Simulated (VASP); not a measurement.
Input of a VASP 6.6.1 run:

The input INCAR:

```
ALGO = Normal ; EDIFF = 1E-6
ENCUT = 520 ; GGA = PE
ISIF = 2 ; ISMEAR = 0
LASPH = T ; LCHARG = F
LREAL = F ; LWAVE = F
NBANDS = 18 ; NELM = 100
PREC = Accurate ; SIGMA = 0.019000000000000003
```

Contents of KPOINTS:

```
k-points
0
Gamma
  9 9 9
```

The input POSCAR:

```
HfO2
1.0
    0.0000000000      2.5575000000      2.5575000000
    2.5575000000      0.0000000000      2.5575000000
    2.5575000000      2.5575000000      0.0000000000
Hf O
1 2
Direct
    0.0000000000      0.0000000000      0.0000000000
    0.7500000000      0.7500000000      0.7500000000
    0.2500000000      0.2500000000      0.2500000000
```

Potentials or basis: VASP PAW PBE potentials, release 64 (Hf_pv, O).

The run is started by

```sh
$ cat potpaw_PBE.64/Hf_pv/POTCAR potpaw_PBE.64/O/POTCAR > POTCAR
$ mpirun -np 1 vasp_std > vasp.out
```

(1) Predict the pressure.

(2) Predict the band gap on the k mesh.

Answers

(1) -6.0 GPa.

(2) 3.84 eV, indirect (least direct gap 3.95 eV).

Caveat: spin-orbit coupling is left out, which moves the levels of the heavy elements.
